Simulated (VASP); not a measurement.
Runs of VASP 6.6.1 on Nb. The structure is that of space group Im-3m (No. 229), or close to it. The cells are those of the table. 

```csv
cell,gap on the mesh (eV),pressure (GPa)
"a = 2.859 Å, angles 110.8, 110.8, 106.7°, 1 atom",none,1.5
"a = 2.978 Å, angles 110.1, 110.1, 108.2°, 1 atom",none,-15.8
"a = 2.931 Å, angles 110.8, 110.8, 106.8°, 1 atom",none,-9.9
"a = 2.906 Å, angles 110.1, 110.1, 108.1°, 1 atom",none,(a)
"a = 2.858 Å, angles 108.8, 108.8, 110.8°, 1 atom",none,1.3
"a = 2.979 Å, angles 108.2, 108.2, 112.1°, 1 atom",none,-15.6
"a = 3.026 Å, angles 109.5°, 1 atom",none,-20.4
"a = 2.762 Å, angles 110.2, 110.2, 108.1°, 1 atom",none,23.0
"a = 2.835 Å, angles 108.1, 108.1, 112.2°, 1 atom",none,(c)
"a = 2.907 Å, angles 108.1, 108.1, 112.1°, 1 atom",none,-6.5
"a = 2.738 Å, angles 109.5°, 1 atom",none,29.9
"a = 2.786 Å, angles 108.8, 108.8, 110.9°, 1 atom",none,(b)
```

Alike in all rows: task single point; level PBE; potentials or basis VASP PAW PBE potentials, release 64 (Nb_sv); no spin polarisation; k mesh 20 × 20 × 20; cutoff (eV) 520; smearing gaussian 0.15 eV.

Problem. Estimate the missing entries.

Solution. (a) -6.7; (b) 16.7; (c) 6.2.

A k mesh can miss the band edges, and the runs leave out spin-orbit coupling on Nb.

A gap of «none» marks levels without a gap at the run's occupations.
